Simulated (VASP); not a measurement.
# Hf2N (P4_2/mnm) in VASP: notebook, part 2 of 3

VASP 6.6.1. Earlier steps stand in the parts before.

## Step 3: Single point, r2SCAN

Input file POSCAR:

```
Hf2N
1.0
    5.3131240200      0.0000000000      0.0000000000
    0.0000000000      5.3131240200      0.0000000000
    0.0000000000      0.0000000000      3.2420983900
Hf N
4 2
Direct
    0.2955363700      0.2955363700      0.0000000000
    0.7044636300      0.7044636300      0.0000000000
    0.7955363700      0.2044636300      0.5000000000
    0.2044636300      0.7955363700      0.5000000000
    0.0000000000      0.0000000000      0.0000000000
    0.5000000000      0.5000000000      0.5000000000
```

Input file INCAR.step1:

```
SYSTEM = Hf2N
PREC = Accurate
ENCUT = 520
ISMEAR = 0
SIGMA = 0.05
LREAL = .False.
LASPH = .True.
NELM = 100
NBANDS = 34
GGA = PE
ALGO = Normal
EDIFF = 1E-4
LWAVE = .True.
LCHARG = .False.
```

Input file INCAR.step2:

```
SYSTEM = Hf2N
PREC = Accurate
ENCUT = 520
EDIFF = 1E-6
ISMEAR = 0
SIGMA = 0.05
LREAL = .False.
LASPH = .True.
NELM = 100
ALGO = Normal
ISIF = 2
LWAVE = .False.
LCHARG = .False.
METAGGA = R2SCAN
LMIXTAU = .True.
NBANDS = 34
ISTART = 1
```

Input file KPOINTS:

```
Automatic mesh
0
Gamma
  8 8 12
  0 0 0
```

Potentials or basis: VASP PAW PBE potentials, release 64 (Hf_pv, N).

Launch:

```
cat potpaw_PBE.64/Hf_pv/POTCAR potpaw_PBE.64/N/POTCAR > POTCAR
cp INCAR.step1 INCAR
mpirun -np 1 vasp_std > vasp.out
cp INCAR.step2 INCAR
mpirun -np 1 vasp_std > vasp.out
```

OUTCAR:

```text
SYSTEM = Hf2N
   PREC = Accurate
   ENCUT = 520
   EDIFF = 1E-6
   ISMEAR = 0
   LREAL = .False.
   LASPH = .True.
   NELM = 100
   ISIF = 2
   METAGGA = R2SCAN
   ISTART = 1

 ion  position               nearest neighbor table
   1  0.296  0.296  0.000-   5 2.22   6 2.23   6 2.23   2 3.07   4 3.15   3 3.15   4 3.15   3 3.15
                             4 3.15   4 3.15   3 3.15   3 3.15   2 3.82   2 3.82
   2  0.704  0.704  0.000-   5 2.22   6 2.23   6 2.23   1 3.07   4 3.15   3 3.15   4 3.15   3 3.15
                             3 3.15   3 3.15   4 3.15   4 3.15   1 3.82   1 3.82
   3  0.796  0.204  0.500-   6 2.22   5 2.23   5 2.23   4 3.07   1 3.15   1 3.15   2 3.15   2 3.15
                             2 3.15   2 3.15   1 3.15   1 3.15   4 3.82   4 3.82
   4  0.204  0.796  0.500-   6 2.22   5 2.23   5 2.23   3 3.07   1 3.15   1 3.15   2 3.15   2 3.15
                             1 3.15   1 3.15   2 3.15   2 3.15   3 3.82   3 3.82
   5  0.000  0.000  0.000-   1 2.22   2 2.22   3 2.23   4 2.23   3 2.23   4 2.23
   6  0.500  0.500  0.500-   3 2.22   4 2.22   1 2.23   2 2.23   1 2.23   2 2.23

  LATTYP: Found a simple tetragonal cell.
 ALAT       =     5.3131240200
 C/A-ratio  =     0.6102056677

  Lattice vectors:

 A1 = (   5.3131240200,   0.0000000000,   0.0000000000)
 A2 = (   0.0000000000,   5.3131240200,   0.0000000000)
 A3 = (   0.0000000000,   0.0000000000,   3.2420983900)

Analysis of symmetry for initial positions (statically):
=====================================================================
 Subroutine PRICEL returns:
 Original cell was already a primitive cell.

 Routine SETGRP: Setting up the symmetry group for a
 simple tetragonal supercell.

 Subroutine GETGRP returns: Found 16 space group operations
 (whereof  8 operations were pure point group operations)
 out of a pool of 16 trial point group operations.

The static configuration has the point symmetry D_2h.
 The point group associated with its full space group is D_4h.

Analysis of symmetry for dynamics (positions and initial velocities):
=====================================================================
 Subroutine PRICEL returns:
 Original cell was already a primitive cell.
[... 142 lines left out ...]
   METAGGA = R2SCAN    functional components
   LHFCALC =     F    Hartree Fock is set to
   AEXX    =    0.0000 exact exchange contribution
   IVDW    =     0    specifies the selected vdW correction
   LEPSILON=     F    determine dielectric tensor
   LRPA    =     F    only Hartree local field effects (RPA)
 non-spin polarized calculation
 Gauss-broadening in eV      SIGMA  =   0.05
  energy-cutoff  :      520.00
  volume of cell :       91.52
 maximum number of plane-waves:      2496
 NGX is ok and might be reduce to    40
   NGX = 19   NGY = 19   NGZ = 13

 number of electron      50.0000008 magnetization

 Free energy of the ion-electron system (eV)
  ---------------------------------------------------
  ext. energy  EPLUGINS =         0.00000000
  ---------------------------------------------------
  free energy    TOTEN  =      -207.32829048 eV

  energy without entropy =     -207.32558746  energy(sigma->0) =     -207.32693897

 E-fermi :   5.9548     XC(G=0): -12.8516

 val. band max:        5.9538454303   @ k =   0.5000   0.0000   0.2500
 cond. band min:       5.9597606663   @ k =   0.3750   0.0000   0.2500
 fundamental gap:      0.0059152360
 Fermi energy:         5.9548157128

 k-point     1 :       0.0000    0.0000    0.0000
  band No.  band energies     occupation
      1     -26.4885      2.00000
      2     -26.0057      2.00000
      3     -25.9261      2.00000
      4     -25.9261      2.00000
      5     -25.6892      2.00000
      6     -25.5407      2.00000
[... 877 lines left out ...]
     33      10.2096      0.00000
     34      10.2096      0.00000

 [... further k-points ...]

------------------------ aborting loop because EDIFF is reached ----------------------------------------

  FORCE on cell =-STRESS in cart. coord.  units (eV):
  Direction    XX          YY          ZZ          XY          YZ          ZX
  --------------------------------------------------------------------------------------
  -------------------------------------------------------------------------------------
  Total       -0.0348083     -0.0348083     -0.0180868      0.0000000      0.0000000      0.0000000
  in kB       -0.6093506     -0.6093506     -0.3166255      0.0000000      0.0000000      0.0000000
  external PRESSURE =      -0.5117755 kB  Pullay stress =       0.0000000 kB

 VOLUME and BASIS-vectors are now :
 -----------------------------------------------------------------------------
  energy-cutoff  :      520.00
  volume of cell :       91.52
      direct lattice vectors                 reciprocal lattice vectors
     5.313124020  0.000000000  0.000000000     0.188213186  0.000000000  0.000000000
     0.000000000  5.313124020  0.000000000     0.000000000  0.188213186  0.000000000
     0.000000000  0.000000000  3.242098390     0.000000000  0.000000000  0.308442212

 POSITION                                       TOTAL-FORCE (eV/Angst)
 -----------------------------------------------------------------------------------
      1.57022      1.57022      0.00000        -0.000639     -0.000639     -0.000000
      3.74290      3.74290      0.00000         0.000639      0.000639      0.000000
      4.22678      1.08634      1.62105        -0.000639      0.000639      0.000000
      1.08634      4.22678      1.62105         0.000639     -0.000639      0.000000
      0.00000      0.00000      0.00000         0.000000      0.000000      0.000000
      2.65656      2.65656      1.62105         0.000000      0.000000      0.000000
 -----------------------------------------------------------------------------------
    total drift:                                0.000000      0.000000      0.000000

  FREE ENERGIE OF THE ION-ELECTRON SYSTEM (eV)
  ---------------------------------------------------
  free  energy   TOTEN  =      -207.3282904778 eV

  energy  without entropy=     -207.3255874610  energy(sigma->0) =     -207.32693897
```

OSZICAR.step1:

```text
N       E                     dE             d eps       ncg     rms          rms(c)
DAV:   1     0.223624100093E+03    0.22362E+03   -0.27546E+04  7156   0.144E+03
DAV:   2    -0.561346447953E+02   -0.27976E+03   -0.26819E+03  8838   0.358E+02
DAV:   3    -0.707632954750E+02   -0.14629E+02   -0.14197E+02  9226   0.594E+01
DAV:   4    -0.710148681785E+02   -0.25157E+00   -0.25036E+00  8820   0.822E+00
DAV:   5    -0.710200712829E+02   -0.52031E-02   -0.51955E-02  9098   0.982E-01    0.102E+02
DAV:   6    -0.642149713974E+02    0.68051E+01   -0.37598E+01  8504   0.247E+01    0.719E+01
DAV:   7    -0.640194723402E+02    0.19550E+00   -0.52850E+00  8430   0.107E+01    0.217E+01
DAV:   8    -0.638518931310E+02    0.16758E+00   -0.72388E-01  8938   0.384E+00    0.308E+00
DAV:   9    -0.638452552464E+02    0.66379E-02   -0.17503E-01  8524   0.181E+00    0.343E+00
DAV:  10    -0.638401707935E+02    0.50845E-02   -0.40382E-02  8652   0.865E-01    0.108E+00
DAV:  11    -0.638400731170E+02    0.97676E-04   -0.52389E-03  8702   0.335E-01    0.656E-01
DAV:  12    -0.638399148510E+02    0.15827E-03   -0.39539E-04  7058   0.927E-02    0.325E-01
DAV:  13    -0.638399075598E+02    0.72912E-05   -0.12452E-04  4780   0.458E-02
   1 F= -.63839908E+02 E0= -.63838356E+02  d E =-.310334E-02
```

Run time: 9.6 min. Hardware: 1 thread of AMD EPYC 9R45 (Zen 5), shared host; peak memory 0.35 GiB.

What came out:

| Item | Value |
| --- | --- |
| Free energy | -207.3283 eV |
| Pressure | -0.1 GPa |
| Band gap on the k mesh | zero (bands 25 and 26 overlap by 2.77 eV) |

Levels at points of the mesh, in eV from the Fermi level:
```
           k point  band 22  band 23  band 24  band 25  band 26  band 27  band 28  band 29
(0.00, 0.00, 0.00)    -2.25    -0.46     1.01     1.12     1.12     1.18     1.79     1.98
(0.50, 0.00, 0.00)    -2.73    -1.14    -1.14     1.42     1.42     2.03     2.03     2.14
(0.50, 0.50, 0.00)    -2.02    -1.47    -1.47     1.04     1.04     1.64     1.64     2.03
(0.00, 0.00, 0.50)    -1.68    -1.37    -1.37    -1.36    -1.36     2.29     2.29     3.92
(0.50, 0.00, 0.50)    -2.01    -1.33    -1.33    -1.11    -1.11     1.83     1.83     4.04
(0.50, 0.50, 0.50)    -1.88    -0.78    -0.78    -0.77    -0.77     1.29     1.29     2.93
```

Caveat: the PAW data sets were made with another functional, which shifts forces and pressure a little; spin-orbit coupling is left out, which moves the levels of the heavy elements.

## Step 4: Single point, r2SCAN

POSCAR is that of step 3.

Input file INCAR.step1:

```
PREC = Accurate
ENCUT = 520
ISMEAR = 0
SIGMA = 0.1
LREAL = False
LASPH = True
NELM = 80
NBANDS = 34
GGA = PE
ALGO = Normal
EDIFF = 1E-4
LWAVE = True
LCHARG = False
```

Input file INCAR.step2:

```
PREC = Accurate
ENCUT = 520
EDIFF = 1E-7
ISMEAR = 0
SIGMA = 0.1
LREAL = False
LASPH = True
NELM = 80
ALGO = Normal
ISIF = 2
LWAVE = False
LCHARG = False
METAGGA = R2SCAN
LMIXTAU = True
NBANDS = 34
ISTART = 1
```

Input file KPOINTS:

```
regular mesh
0
Gamma
  6 6 10
```

Launch:

```
cat potpaw_PBE.64/Hf_pv/POTCAR potpaw_PBE.64/N/POTCAR > POTCAR
cp INCAR.step1 INCAR
mpirun -np 1 vasp_std > vasp.out
cp INCAR.step2 INCAR
mpirun -np 1 vasp_std > vasp.out
```

Wall time 4.3 min (1 thread of Intel Xeon 6975P-C (Granite Rapids), shared host); peak memory 0.3 GiB.

Results (log left out):

| Property | Result |
| --- | --- |
| Free energy | -207.3358 eV |
| Pressure | 0.0 GPa |
| Largest force | 0.012 eV/Å |
| Band gap on the k mesh | zero (bands 25 and 26 overlap by 2.77 eV) |

Forces in eV/Å, atoms in the order of the input:
```
Hf   0.008  0.008  0.000
Hf  -0.008 -0.008  0.000
Hf   0.008 -0.008  0.000
Hf  -0.008  0.008  0.000
N    0.000  0.000  0.000
N    0.000  0.000  0.000
```

Stress tensor (GPa, compression positive):
```
 0.14  0.00  0.00
 0.00  0.14  0.00
 0.00  0.00 -0.30
```

Levels at points of the mesh, in eV from the Fermi level:
| k point | band 23 | band 24 | band 25 | band 26 | band 27 | band 28 |
| --- | --- | --- | --- | --- | --- | --- |
| (0.00, 0.00, 0.00) | -0.50 | 0.96 | 1.07 | 1.07 | 1.14 | 1.74 |
| (0.50, 0.00, 0.00) | -1.18 | -1.18 | 1.37 | 1.37 | 1.98 | 1.98 |
| (0.50, 0.50, 0.00) | -1.52 | -1.52 | 0.99 | 0.99 | 1.59 | 1.59 |
| (0.00, 0.00, 0.50) | -1.41 | -1.41 | -1.40 | -1.40 | 2.25 | 2.25 |
| (0.50, 0.00, 0.50) | -1.38 | -1.38 | -1.15 | -1.15 | 1.79 | 1.79 |
| (0.50, 0.50, 0.50) | -0.83 | -0.83 | -0.81 | -0.81 | 1.24 | 1.24 |

Caveat: the PAW data sets were made with another functional, which shifts forces and pressure a little; spin-orbit coupling is left out, which moves the levels of the heavy elements.

[end of part 2 of 3]
